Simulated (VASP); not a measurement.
# ZrC3 (R32) in VASP: single point with PBE

Aim: the single point of ZrC3 with PBE.

All numbers are computed with VASP 6.6.1; they aren't measurements. Logs are shortened: lines on timing, memory, paths and dates and some standing lists are left out, and cuts for length are marked.

## 1. The cell of the first run

Symmetry: R32, No. 155, trigonal system. Conventional cell: a = 4.463 Å, b = 4.463 Å, c = 7.852 Å, α = 90.00°, β = 90.00°, γ = 120.00°. Within 3.1 Å of Zr (site symmetry 32) lie 12 C at 2.30 to 3.01 Å. C (site symmetry 2) has 2 C at 1.47 Å within 2.0 Å.

The cell was generated, and may not be a known phase.

## 2. Single point, PBE

Contents of INCAR:

```
ALGO = Normal ; EDIFF = 1E-6
ENCUT = 1300 ; GGA = PE
GGA_COMPAT = False ; ISIF = 2
ISMEAR = 0 ; LASPH = True
LCHARG = False ; LREAL = False
LWAVE = False ; NBANDS = 20
NELM = 120 ; PREC = Accurate
SIGMA = 0.1
```

Contents of KPOINTS:

```
k-points
0
Gamma
  6 6 6
```

Contents of POSCAR:

```
ZrC3
1.0
    2.2313023480      1.2882430112      2.6174976787
   -2.2313023480      1.2882430112      2.6174976787
    0.0000000000     -2.5764860225      2.6174976786
Zr C
1 3
Direct
    0.4673253309      0.4673253309      0.4673253309
   -0.0326760793      0.7776530686      0.1569832952
    0.7776530686      0.1569832952     -0.0326760793
    0.1569832952     -0.0326760793      0.7776530686
```

Potentials or basis: VASP PAW PBE potentials, release 64 (Zr_sv, C_h).

The run is started by

```console
$ cat potpaw_PBE.64/Zr_sv/POTCAR potpaw_PBE.64/C_h/POTCAR > POTCAR
$ mpirun -np 1 vasp_std > vasp.out
```

OUTCAR:

```text
EDIFF = 1E-6
   ENCUT = 1300
   GGA = PE
   ISIF = 2
   ISMEAR = 0
   LASPH = True
   LREAL = False
   NELM = 120
   PREC = Accurate

 ion  position               nearest neighbor table
   1  0.467  0.467  0.467-   3 2.30   2 2.30   4 2.30   3 2.30   4 2.30   2 2.30
   2  0.967  0.778  0.157-   4 1.47   3 1.47   1 2.30   1 2.30
   3  0.778  0.157  0.967-   4 1.47   2 1.47   1 2.30   1 2.30
   4  0.157  0.967  0.778-   2 1.47   3 1.47   1 2.30   1 2.30

  LATTYP: Found a trigonal (rhomboedric) cell.
 ALAT       =     3.6728155851
 COS(alpha) =     0.2618432503

  Lattice vectors:

 A1 = (   2.2313023480,   1.2882430112,   2.6174976787)
 A2 = (  -2.2313023480,   1.2882430112,   2.6174976787)
 A3 = (   0.0000000000,  -2.5764860225,   2.6174976786)

Analysis of symmetry for initial positions (statically):
=====================================================================
 Subroutine PRICEL returns:
 Original cell was already a primitive cell.

 Routine SETGRP: Setting up the symmetry group for a
 trigonal (rhombohedral) supercell.

 Subroutine GETGRP returns: Found  3 space group operations
 (whereof  3 operations were pure point group operations)
 out of a pool of 12 trial point group operations.

The static configuration has the point symmetry C_3 .

Analysis of symmetry for dynamics (positions and initial velocities):
=====================================================================
 Subroutine PRICEL returns:
 Original cell was already a primitive cell.

 Routine SETGRP: Setting up the symmetry group for a
 trigonal (rhombohedral) supercell.

 Subroutine GETGRP returns: Found  3 space group operations
 (whereof  3 operations were pure point group operations)
 out of a pool of 12 trial point group operations.

The dynamic configuration has the point symmetry C_3 .

 Subroutine INISYM returns: Found  3 space group operations
 (whereof  3 operations are pure point group operations),
 and found     1 'primitive' translations

----------------------------------------------------------------------------------------

                                     Primitive cell

  volume of cell :      45.1433

  direct lattice vectors                    reciprocal lattice vectors
     2.231302348  1.288243011  2.617497679     0.224084379  0.129375176  0.127348091
    -2.231302348  1.288243011  2.617497679    -0.224084379  0.129375176  0.127348091
     0.000000000 -2.576486023  2.617497679     0.000000000 -0.258750353  0.127348091

  length of vectors
     3.672815585  3.672815585  3.672815585     0.288390848  0.288390848  0.288390848

  position of ions in fractional coordinates (direct lattice)
     0.467325331  0.467325331  0.467325331
     0.967323921  0.777653069  0.156983295
     0.777653069  0.156983295  0.967323921
     0.156983295  0.967323921  0.777653069

  ion indices of the primitive-cell ions
   primitive index   ion index
                 1           1
                 2           2
                 3           3
                 4           4

----------------------------------------------------------------------------------------

 KPOINTS: k-points

Automatic generation of k-mesh.
 Grid dimensions read from file:
 generate k-points for:    6    6    6

 Generating k-lattice:

  Cartesian coordinates                     Fractional coordinates (reciprocal lattice)
     0.037347396  0.021562529  0.021224682     0.166666667  0.000000000  0.000000000
    -0.037347396  0.021562529  0.021224682     0.000000000  0.166666667  0.000000000
     0.000000000 -0.043125059  0.021224682    -0.000000000 -0.000000000  0.166666667

  Length of vectors
     0.048065141  0.048065141  0.048065141

  Shift w.r.t. Gamma in fractional coordinates (k-lattice)
     0.000000000  0.000000000  0.000000000

 Subroutine IBZKPT returns following result:
 ===========================================

 Found     40 irreducible k-points:

 Following reciprocal coordinates:
            Coordinates               Weight
  0.000000  0.000000  0.000000      1.000000
  0.166667  0.000000  0.000000      6.000000
  0.333333  0.000000 -0.000000      6.000000
  0.500000  0.000000  0.000000      3.000000
  0.166667  0.166667  0.000000      6.000000
  0.333333  0.166667  0.000000      6.000000
[... 16 lines left out ...]
  0.333333  0.333333  0.166667      6.000000
  0.500000  0.333333  0.166667      6.000000
 [... further k-points ...]
   k-points           NKPTS =     40   k-points in BZ     NKDIM =     40   number of bands    NBANDS=     20
   number of dos      NEDOS =    301   number of ions     NIONS =      4
   total plane-waves  NPLWV = 110592
   dimension x,y,z NGX =    48 NGY =   48 NGZ =   48
   dimension x,y,z NGXF=    96 NGYF=   96 NGZF=   96
   ions per type =               1   3
   NGX,Y,Z   is equivalent  to a cutoff of  21.73, 21.73, 21.73 a.u.
   NGXF,Y,Z  is equivalent  to a cutoff of  43.45, 43.45, 43.45 a.u.
 SYSTEM =  unknown system
   PREC   = accura    normal or accurate (medium, high low for compatibility)
   ISTART =      0    job   : 0-new  1-cont  2-samecut
   ICHARG =      2    charge: 1-file 2-atom 10-const
   ISPIN  =      1    spin polarized calculation?
   LNONCOLLINEAR =      F non collinear calculations
   LSORBIT =      F    spin-orbit coupling
   LASPH  =      T    aspherical Exc in radial PAW
   ENCUT  = 1300.0 eV  95.55 Ry    9.77 a.u.  10.80 10.80 10.80*2*pi/ulx,y,z
   NELM   =    120;   NELMIN=  2; NELMDL= -5     # of ELM steps
   EDIFF  = 0.1E-05   stopping-criterion for ELM
   LREAL  =      F    real-space projection
   EDIFFG = 0.1E-04   stopping-criterion for IOM
   NSW    =      0    number of steps for IOM
   IBRION =     -1    ionic relax: 0-MD 1-quasi-New 2-CG
   NFREE  =      0    steps in history (QN), initial steepest desc. (CG)
   ISIF   =      2    stress and relaxation
   ISYM   =      2    0-nonsym 1-usesym 2-fastsym
   POTIM  = 0.5000    time-step for ionic-motion
   TEBEG  =    0.0;   TEEND  =   0.0 temperature during run
   PSTRESS=    0.0 pullay stress
   NELECT =      24.0000    total number of electrons
   NUPDOWN=      -1.0000    fix difference up-down
   EMIN   =  10.00;   EMAX   =-10.00  energy-range for DOS
   EFERMI =   0.00;   METHOD = LEGACY
   ISMEAR =     0;   SIGMA  =   0.10  broadening in eV -4-tet -1-fermi 0-gaus
   EFERMI_NEDOS =   21; number of points for ismear=-14 and -15
   IALGO  =     38    algorithm
   IMIX   =      4    mixing-type and parameters
     AMIX     =   0.40;   BMIX     =  1.00
     AMIX_MAG =   1.60;   BMIX_MAG =  1.00
  volume/ion in A,a.u.               =      11.29        76.16
  Fermi-wavevector in a.u.,A,eV,Ry     =   1.326215  2.506183 23.930561  1.758847
  Thomas-Fermi vector in A             =   2.455618
   LORBIT       =      0    0 simple, 1 ext, 2 COOP (PROOUT), +10 PAW based schemes
   GGA     = PE    functional components
   LHFCALC =     F    Hartree Fock is set to
   AEXX    =    0.0000 exact exchange contribution
   IVDW    =     0    specifies the selected vdW correction
   LEPSILON=     F    determine dielectric tensor
   LRPA    =     F    only Hartree local field effects (RPA)
 non-spin polarized calculation
 Gauss-broadening in eV      SIGMA  =   0.10
  energy-cutoff  :     1300.00
  volume of cell :       45.14
 maximum number of plane-waves:      4844
 NGX is ok and might be reduce to    48
   NGX = 21   NGY = 21   NGZ = 21

 number of electron      24.0000000 magnetization

 Free energy of the ion-electron system (eV)
  ---------------------------------------------------
  ext. energy  EPLUGINS =         0.00000000
  ---------------------------------------------------
  free energy    TOTEN  =       -34.04047989 eV

  energy without entropy =      -34.03735780  energy(sigma->0) =      -34.03891885

 E-fermi :   8.5588     XC(G=0): -11.3911

 val. band max:        8.5561141562   @ k =   0.3333   0.3333   0.3333
 cond. band min:       8.6293684327   @ k =   0.5000   0.3333   0.3333
 fundamental gap:      0.0732542765
 Fermi energy:         8.5587727786

 k-point     1 :       0.0000    0.0000    0.0000
  band No.  band energies     occupation
      1     -40.8560      2.00000
      2     -18.8908      2.00000
      3     -18.8908      2.00000
      4     -18.8381      2.00000
      5     -10.1587      2.00000
      6       0.7774      2.00000
[... 12 lines left out ...]
     19      15.9529      0.00000
     20      17.5863      0.00000

 k-point     2 :       0.1667    0.0000    0.0000
  band No.  band energies     occupation
      1     -40.8533      2.00000
      2     -18.9369      2.00000
      3     -18.8856      2.00000
      4     -18.8495      2.00000
      5     -10.0448      2.00000
      6      -0.3508      2.00000
[... 12 lines left out ...]
     19      15.8525      0.00000
     20      17.5234      0.00000

 k-point     3 :       0.3333    0.0000   -0.0000
  band No.  band energies     occupation
      1     -40.8478      2.00000
      2     -19.0436      2.00000
      3     -18.8756      2.00000
      4     -18.8549      2.00000
      5      -9.8080      2.00000
      6      -1.3981      2.00000
[... 12 lines left out ...]
     19      16.0468      0.00000
     20      17.2068      0.00000

 k-point     4 :       0.5000    0.0000    0.0000
  band No.  band energies     occupation
      1     -40.8451      2.00000
      2     -19.0972      2.00000
      3     -18.8705      2.00000
      4     -18.8560      2.00000
      5      -9.6840      2.00000
      6      -1.8048      2.00000
[... 429 lines left out ...]
 k-point    23 :       0.3333    0.3333    0.1667
  band No.  band energies     occupation
      1     -40.8388      2.00000
      2     -19.0237      2.00000
      3     -18.9683      2.00000
      4     -18.8919      2.00000
      5      -9.7591      2.00000
      6      -0.6717      2.00000
[... 12 lines left out ...]
     19      15.8234      0.00000
     20      18.2897      0.00000

 k-point    24 :       0.5000    0.3333    0.1667
  band No.  band energies     occupation
      1     -40.8359      2.00000
      2     -19.0625      2.00000
      3     -18.9798      2.00000
      4     -18.8927      2.00000
      5      -9.6931      2.00000
      6      -0.7895      2.00000
[... 12 lines left out ...]
     19      16.0938      0.00000
     20      17.5797      0.00000

 [... further k-points ...]

------------------------ aborting loop because EDIFF is reached ----------------------------------------

  FORCE on cell =-STRESS in cart. coord.  units (eV):
  Direction    XX          YY          ZZ          XY          YZ          ZX
  --------------------------------------------------------------------------------------
  -------------------------------------------------------------------------------------
  Total        0.0249212      0.0249212      0.0354104     -0.0000000      0.0000000      0.0000000
  in kB        0.8844755      0.8844755      1.2567476     -0.0000001      0.0000000      0.0000000
  external PRESSURE =       1.0085662 kB  Pullay stress =       0.0000000 kB

 VOLUME and BASIS-vectors are now :
 -----------------------------------------------------------------------------
  energy-cutoff  :     1300.00
  volume of cell :       45.14
      direct lattice vectors                 reciprocal lattice vectors
     2.231302348  1.288243011  2.617497679     0.224084379  0.129375176  0.127348091
    -2.231302348  1.288243011  2.617497679    -0.224084379  0.129375176  0.127348091
     0.000000000 -2.576486023  2.617497679     0.000000000 -0.258750353  0.127348091

 POSITION                                       TOTAL-FORCE (eV/Angst)
 -----------------------------------------------------------------------------------
      0.00000     -0.00000      3.66967         0.000000      0.000000     -0.000223
      0.42321      1.84349      4.97838        -0.001931      0.003381      0.000074
      1.38490     -1.28826      4.97838         0.003894     -0.000019      0.000074
     -1.80811     -0.55523      4.97838        -0.001963     -0.003363      0.000074
 -----------------------------------------------------------------------------------
    total drift:                                0.000000      0.000000     -0.000037

  FREE ENERGIE OF THE ION-ELECTRON SYSTEM (eV)
  ---------------------------------------------------
  free  energy   TOTEN  =       -34.0404798932 eV

  energy  without entropy=      -34.0373578003  energy(sigma->0) =      -34.03891885
```

Run time: 6.1 min. Hardware: 1 thread of AMD EPYC 7R43 (Zen 3), shared host; peak memory 0.36 GiB.

Results:

| Quantity | Value |
| --- | --- |
| Free energy | -34.0405 eV |
| Pressure | 0.1 GPa |
| Largest force | 0.004 eV/Å |
| Band gap on the k mesh | zero (bands 12 and 13 overlap by 3.13 eV) |

Forces in eV/Å, atoms in the order of the input:
```
Zr   0.000  0.000  0.000
C   -0.002  0.003  0.000
C    0.004  0.000  0.000
C   -0.002 -0.003  0.000
```

Levels at points of the mesh, in eV from the Fermi level:
| k point | band 9 | band 10 | band 11 | band 12 | band 13 | band 14 | band 15 | band 16 |
| --- | --- | --- | --- | --- | --- | --- | --- | --- |
| (0.00, 0.00, 0.00) | -5.12 | -5.12 | -4.13 | -2.01 | -2.01 | 1.85 | 4.51 | 4.51 |
| (0.50, 0.00, 0.00) | -5.13 | -2.95 | -2.64 | -0.55 | 1.05 | 1.34 | 2.10 | 2.43 |
| (0.50, 0.50, 0.00) | -5.71 | -4.80 | -3.64 | -1.88 | 1.93 | 2.64 | 2.83 | 4.19 |
| (0.50, 0.50, 0.50) | -4.85 | -3.09 | -3.09 | 1.12 | 1.70 | 1.70 | 3.63 | 3.63 |

The gap in the log of VASP goes by the Fermi energy; the results here count the filled bands.